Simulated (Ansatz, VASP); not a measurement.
# One calculation of YCu2Sb3, two programs

```
Y Cu Sb
1.0
     6.41220    0.00000    0.00000
    -3.20610    5.55313    0.00000
     0.00000    0.00000    3.99402
Y Cu Sb
1 2 3
Direct
  0.00000 0.00000 0.00000
  0.33333 0.66667 0.00000
  0.66667 0.33333 0.00000
  0.50000 0.00000 0.50000
  0.50000 0.50000 0.50000
  0.00000 0.50000 0.50000
```

Change from the starting cell: species swapped into the GdCo3B2 type (P6/mmm, No. 191).

Alike in both runs: functional PBE; k mesh 9 × 9 × 10; occupations gaussian, width 0.1 eV; no spin polarisation.

Ansatz relaxed the structure, and its values are those at the end. VASP's run is a single point on that final structure, the one shown.

|  | VASP | Ansatz |
| --- | --- | --- |
| version | VASP 6.6.1 | Ansatz 0.2.0 |
| potentials or method | VASP PAW PBE potentials, release 64 (Y_sv, Cu, Sb), cutoff 520 eV | scalar-relativistic, plane waves, PAW |
| valence electrons in the cell | 48 | 94 |

```csv
,VASP,Ansatz,Ansatz less VASP
gap on the k mesh at the Fermi level (eV),none,none,-
pressure (GPa),0.0,0.0,-0.03
```

A gap of «none» marks a metal or a gap that the smearing closes. VASP's potentials hold 48 valence electrons a cell and Ansatz's 94, so a difference there can come from the potentials and not from the codes.

Neither program's run includes spin-orbit coupling.
